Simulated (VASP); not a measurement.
Runs of VASP 6.6.1 on CdSe. The structure is that of space group R3m (No. 160), or close to it. The cells are those of the table. 

```tsv
cell	gap on the mesh (eV)	pressure (GPa)	largest force (eV/Å)
a = 4.705, b = 4.705, c = 4.356 Å, angles 57.3, 57.3, 60.0°, 2 atoms	0.44	-4.3	0.61
a = 4.187, b = 4.187, c = 4.424 Å, angles 61.8, 61.8, 60.0°, 2 atoms	0.41	0.9	0.45
a = 4.204, b = 4.204, c = 4.570 Å, angles 62.6, 62.6, 60.0°, 2 atoms	0.32	-1.1	0.37
a = 4.570, b = 4.570, c = 4.338 Å, angles 58.2, 58.2, 60.0°, 2 atoms	0.40	-3.5	0.45
a = 4.477, b = 4.477, c = 4.145 Å, angles 57.3, 57.3, 60.0°, 2 atoms	(a)	1.8	1.37
a = 4.341, b = 4.341, c = 4.719 Å, angles 62.6, 62.6, 60.0°, 2 atoms	0.25	-4.5	0.05
a = 4.631, b = 4.631, c = 4.288 Å, angles 57.3, 57.3, 60.0°, 2 atoms	(b)	-2.8	0.82
a = 4.274, b = 4.274, c = 4.646 Å, angles 62.6, 62.6, 60.0°, 2 atoms	0.28	-3.1	0.19
```

Alike in all rows: task single point; level PBEsol; potentials or basis VASP PAW PBE potentials, release 64 (Cd, Se); no spin polarisation; k mesh 10 × 10 × 10; cutoff (eV) 520; smearing gaussian 0.05 eV.

Q: Fill in the values left out.

A: (a) 0.56; (b) 0.48.

Caveats: the PAW data sets were made with another functional, which shifts forces and pressure a little; the cell stands under tension (at least some runs).

A k mesh can miss the band edges, and the runs leave out spin-orbit coupling on Cd, Se.
